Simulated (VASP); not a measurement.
Set up this calculation in VASP 6.6.1, as the native input.

| Quantity | Value |
| --- | --- |
| Task | single point |
| Functional | PBE |
| Potentials or basis | VASP PAW PBE potentials, release 64 (Cu) |
| Cutoff | 520 eV |
| k mesh | 10 × 10 × 4 |
| Occupations | gaussian, width 0.1 eV |
| Spin | collinear spin |
| Starting moments | [1.0] μB |
| Dipole correction | no |
| Further INCAR settings | ALGO = Normal; EDIFF = 1e-06; NBANDS = 16 |

The structure of Cu lies in POSCAR:

```
Cu
1.0
    3.9216000000      0.0000000000      0.0000000000
    0.0000000000      3.9216000000      0.0000000000
    0.0000000000      0.0000000000      8.5947000000
Cu
1
Direct
    0.0000000000      0.0000000000      0.0000000000
```

These files were run (other wordings do the same):

INCAR

```
PREC = Accurate
ENCUT = 520
EDIFF = 1E-6
ISMEAR = 0
SIGMA = 0.1
LREAL = F
LASPH = T
NELM = 200
ALGO = Normal
ISIF = 2
LWAVE = F
LCHARG = F
ISPIN = 2
MAGMOM = 1
LORBIT = 11
LMAXMIX = 4
GGA = PE
NBANDS = 16
GGA_COMPAT = F
```

KPOINTS

```
regular mesh
0
Gamma
  10 10 4
```

Potentials or basis: VASP PAW PBE potentials, release 64 (Cu).

The run is started by

```bash
$ cat potpaw_PBE.64/Cu/POTCAR > POTCAR
$ mpirun -np 1 vasp_std > vasp.out
```

It gave:

```yaml
Pressure: -1.2 GPa
Net_moment: 0.00 μB per cell
Valence_electrons_inside_the_program's_atomic_spheres: Cu 9.72
```

Run time: 3.7 min on 1 thread of Oxide Virtual Turin-like Processor, on a shared host, peak memory 0.35 GiB.
